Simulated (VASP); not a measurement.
A run of VASP 6.6.1 is set up as follows.

Contents of INCAR:

```
SYSTEM = TiTe2
AGGAC    = 1.0          
AGGAX    = 1.0          
ALDAC    = 0.0          
ALDAX    = 1.0          
ALGO     = Normal         ! electronic algorithm
EDIFF    = 1E-6           ! SCF threshold, eV
ENCUT    = 520            ! plane-wave cutoff, eV
GGA      = B5             ! functional
ISIF     = 2              ! what is computed and relaxed
ISMEAR   = 0              ! smearing method
IVDW     = 12             ! dispersion correction
LASPH    = .True.         ! aspherical terms in the spheres
LCHARG   = .False.        ! write CHGCAR
LREAL    = .False.        ! projectors in reciprocal space
LWAVE    = .False.        ! write WAVECAR
NBANDS   = 19             ! bands
NELM     = 100            ! most SCF steps
PREC     = Accurate       ! precision mode
SIGMA    = 0.05           ! smearing width, eV
VDW_A1   = 0.4298       
VDW_A2   = 4.2359       
VDW_S6   = 1.0          
VDW_S8   = 2.6996
```

File KPOINTS:

```
k-points
0
Gamma
  8 8 4
  0 0 0
```

File POSCAR:

```
TiTe2
1.0
    3.7698613534      0.0000000000      0.0000000000
   -1.8849306767      3.2647957008      0.0000000000
    0.0000000000      0.0000000000      6.3338010839
Ti Te
1 2
Direct
    0.0000000000      0.0000000000      0.0000000000
    0.3333333333      0.6666666667      0.2682385710
    0.6666666667      0.3333333333      0.7317614290
```

Potentials or basis: VASP PAW PBE potentials, release 64 (Ti_sv, Te).

The run is started by

```bash
$ cat potpaw_PBE.64/Ti_sv/POTCAR potpaw_PBE.64/Te/POTCAR > POTCAR
$ mpirun -np 1 vasp_std > vasp.out
```

Q: Predict the dispersion energy per atom.

A: -1.191 eV.

Q: Estimate the band gap on the k mesh.

A: Zero (band 12 reaches 8.00 eV, above the bottom of band 13 at 7.39 eV).

Q: Predict the pressure.

A: -0.7 GPa.

Forces in eV/Å, atoms in the order of the input:
```
Ti   0.000  0.000  0.000
Te   0.000  0.000  0.036
Te   0.000  0.000 -0.036
```

Caveat: the PAW data sets were made with another functional, which shifts forces and pressure a little; spin-orbit coupling is left out, which moves the levels of the heavy elements.
